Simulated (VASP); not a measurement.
The system is BP.

```
B P
1.0
     0.00000    2.22295    2.28684
     2.22295    0.00000    2.28684
     2.22295    2.22295    0.00000
B P
1 1
Cartesian
  0.0000 0.0000 0.0000
  1.1115 1.1115 1.1434
```

This cell differs from its parent crystal: epitaxial xy strain -2.0%.

Base run:

```yaml
Program: VASP 6.6.1
Functional: PBE
Potentials_or_basis: VASP PAW PBE potentials, release 64 (B, P)
Cutoff: 520 eV
k_mesh: 6 × 6 × 6
Occupations: gaussian, width 0.01 eV
Spin: no spin polarisation
```

Its results: band gap on the k mesh 1.06 eV, indirect (least direct gap 3.30 eV); pressure 6.9 GPa.

**Question.** The run is repeated on the same cell with these changes: functional from PBE to r2SCAN; k mesh from 6 × 6 × 6 to 10 × 10 × 10. What comes out?

**Answer.** Band gap on the k mesh 1.17 eV, indirect (least direct gap 3.54 eV); pressure 5.2 GPa.

Several settings changed at once, so the effect can't be laid on one alone.

Caveats: the PAW data sets were made with another functional, which shifts forces and pressure a little (some runs).

A k mesh can miss the band edges.
